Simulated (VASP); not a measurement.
SiGe5, 6 atoms in the cell. Symmetry: P3m1, No. 156, trigonal system. The conventional cell has a = 3.944 Å, b = 3.944 Å, c = 9.632 Å, α = 90.00°, β = 90.00°, γ = 120.00°. Si (site symmetry 3m) has 4 Ge at 2.37 to 2.40 Å within 3.1 Å. Ge (site symmetry 3m) has 4 Ge at 2.42 to 2.43 Å within 3.2 Å. Within 3.2 Å of Ge (site symmetry 3m) lie 4 Ge at 2.42 to 2.43 Å. Ge (site symmetry 3m) has 3 Si at 2.40 Å and 1 Ge at 2.43 Å within 3.2 Å. Ge (site symmetry 3m) has 4 Ge at 2.42 to 2.43 Å within 3.2 Å. Within 3.1 Å of Ge (site symmetry 3m) lie 1 Si at 2.37 Å and 3 Ge at 2.42 Å. 

```yaml
Program: VASP 6.6.1
Task: single point
Functional: r2SCAN
Potentials_or_basis: VASP PAW PBE potentials, release 64 (Si, Ge_d)
Cutoff: 520 eV
k_mesh: 6 × 6 × 2
Occupations: gaussian, width 0.01 eV
Spin: no spin polarisation
Dipole_correction: no
Further_INCAR_settings: ALGO = Normal; EDIFF = 1e-06; NBANDS = 46
```

Potentials or basis: VASP PAW PBE potentials, release 64 (Si, Ge_d).

The run is started by

```bash
$ cat potpaw_PBE.64/Si/POTCAR potpaw_PBE.64/Ge_d/POTCAR > POTCAR
$ cp INCAR.step1 INCAR
$ mpirun -np 1 vasp_std > vasp.out
$ cp INCAR.step2 INCAR
$ mpirun -np 1 vasp_std > vasp.out
```

Hardware: 1 thread of Intel(R) Xeon(R) 6975P-C (Granite Rapids), with other jobs on the host.

Estimate the wall time of this run.

Run time: 3.1 min on 1 thread of Intel(R) Xeon(R) 6975P-C (Granite Rapids), with other jobs on the host, peak memory 0.28 GiB. Counts: k points 14.
